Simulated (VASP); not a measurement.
A run of VASP 6.6.1 is set up as follows.

Contents of INCAR:

```
  PREC = Accurate
  ENCUT = 910
  EDIFF = 1E-6
  ISMEAR = -1
  SIGMA = 0.05
  LREAL = F
  LASPH = T
  NELM = 120
  ALGO = Normal
  ISIF = 2
  LWAVE = F
  LCHARG = F
  GGA = RE
  NBANDS = 28
  GGA_COMPAT = F
```

File KPOINTS:

```
regular mesh
0
Gamma
  7 7 7
```

POSCAR

```
BaTiO3
1.0
    3.9729548958      0.0000000000      0.0000000000
    0.0000000000      3.9729548958      0.0000000000
    0.0000000000      0.0000000000      3.9910327445
Ba Ti O
1 1 3
Direct
    0.0000000000      0.0000000000      0.0000000000
    0.5000000000      0.5000000000      0.4900000000
    0.0000000000      0.5000000000      0.5170000000
    0.5000000000      0.0000000000      0.5170000000
    0.5000000000      0.5000000000      0.0190000000
```

Potentials or basis: VASP PAW PBE potentials, release 64 (Ba_sv, Ti_sv, O_h).

Run with:

```sh
$ cat potpaw_PBE.64/Ba_sv/POTCAR potpaw_PBE.64/Ti_sv/POTCAR potpaw_PBE.64/O_h/POTCAR > POTCAR
$ mpirun -np 1 vasp_std > vasp.out
```

Problem. What does it give for the largest force?

Solution. 0.163 eV/Å.

Problem. Predict the pressure.

Solution. 10.8 GPa.

Problem. Estimate the band gap on the k mesh.

Solution. 1.94 eV, indirect (least direct gap 2.12 eV).

Stress tensor (GPa, compression positive):
```
10.53  0.00  0.00
 0.00 10.53  0.00
 0.00  0.00 11.47
```

Caveat: the cutoff is under 1.25 times the usual one of these potentials, so pressure, stress and relaxed cells hold a basis-set (Pulay) error; the PAW data sets were made with another functional, which shifts forces and pressure a little; spin-orbit coupling is left out, which moves the levels of the heavy elements. A k mesh can miss the band edges.
